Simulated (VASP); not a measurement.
A run of VASP 6.6.1 is set up as follows.

Contents of INCAR:

```
PREC = Accurate
ENCUT = 520
EDIFF = 1E-7
ISMEAR = 0
SIGMA = 0.1
LREAL = False
LASPH = True
NELM = 100
ALGO = Fast
ISIF = 2
LWAVE = False
LCHARG = True
GGA = PS
LELF = True
LVHAR = True
NBANDS = 24
```

The input KPOINTS:

```
Automatic mesh
0
Gamma
  12 12 8
```

Contents of POSCAR:

```
Al3Cu2
1.0
    4.0985856045      0.0000000000      0.0000000000
   -2.0492928022      3.5494792531      0.0000000000
    0.0000000000      0.0000000000      4.9821008448
Al Cu
3 2
Direct
    0.0000000000      0.0000000000      0.0000000000
    0.3333333333      0.6666666667      0.3515059920
    0.6666666667      0.3333333333      0.6484940080
    0.3333333333      0.6666666667      0.8422900006
    0.6666666667      0.3333333333      0.1577099994
```

Potentials or basis: VASP PAW PBE potentials, release 64 (Al, Cu).

Command:

```sh
$ cat potpaw_PBE.64/Al/POTCAR potpaw_PBE.64/Cu/POTCAR > POTCAR
$ mpirun -np 1 vasp_std > vasp.out
```

(1) Predict the pressure.

Answers

(1) 0.4 GPa.

Caveat: the PAW data sets were made with another functional, which shifts forces and pressure a little.
